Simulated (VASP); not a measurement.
Runs of VASP 6.6.1 on NaF. The structure is that of space group Fm-3m (No. 225), or close to it. The cells are those of the table. 

| level | cell | k mesh | smearing | grid for exact exchange (PRECFOCK) | screening parameter | gap on the mesh (eV) | pressure (GPa) |
| --- | --- | --- | --- | --- | --- | --- | --- |
| PBE | a = 3.230 Å, angles 62.5°, 2 atoms | 10 × 10 × 10 | fermi-dirac 0.02 eV | - | - | 6.13 | 1.3 |
| r2SCAN | a = 3.249, b = 3.249, c = 3.188 Å, angles 60.6, 60.6, 61.2°, 2 atoms | 10 × 10 × 10 | gaussian 0.01 eV | - | - | (a) | -0.7 |
| PBE | a = 3.232 Å, angles 60.0°, 2 atoms | 10 × 10 × 10 | fermi-dirac 0.02 eV | - | - | 6.53 | 4.5 |
| r2SCAN | a = 3.232 Å, angles 60.0°, 2 atoms | 10 × 10 × 10 | gaussian 0.01 eV | - | - | (b) | 0.0 |
| PBE | a = 3.249, b = 3.249, c = 3.188 Å, angles 60.6, 60.6, 61.2°, 2 atoms | 10 × 10 × 10 | fermi-dirac 0.02 eV | - | - | 6.38 | 3.5 |
| HSE06 | a = 3.232 Å, angles 60.0°, 2 atoms | 6 × 6 × 6 | gaussian 0.01 eV | Normal | 0.2079 1/Å | 8.70 | 2.5 |
| r2SCAN | a = 3.230 Å, angles 62.5°, 2 atoms | 10 × 10 × 10 | gaussian 0.01 eV | - | - | 7.00 | -2.4 |

Alike in all rows: task single point; potentials or basis VASP PAW PBE potentials, release 64 (Na_pv, F); no spin polarisation; cutoff (eV) 520.

Task: Fill in the values left out.

Result: (a) 7.26; (b) 7.41.

Caveats: the PAW data sets were made with another functional, which shifts forces and pressure a little (some runs).

A k mesh can miss the band edges.
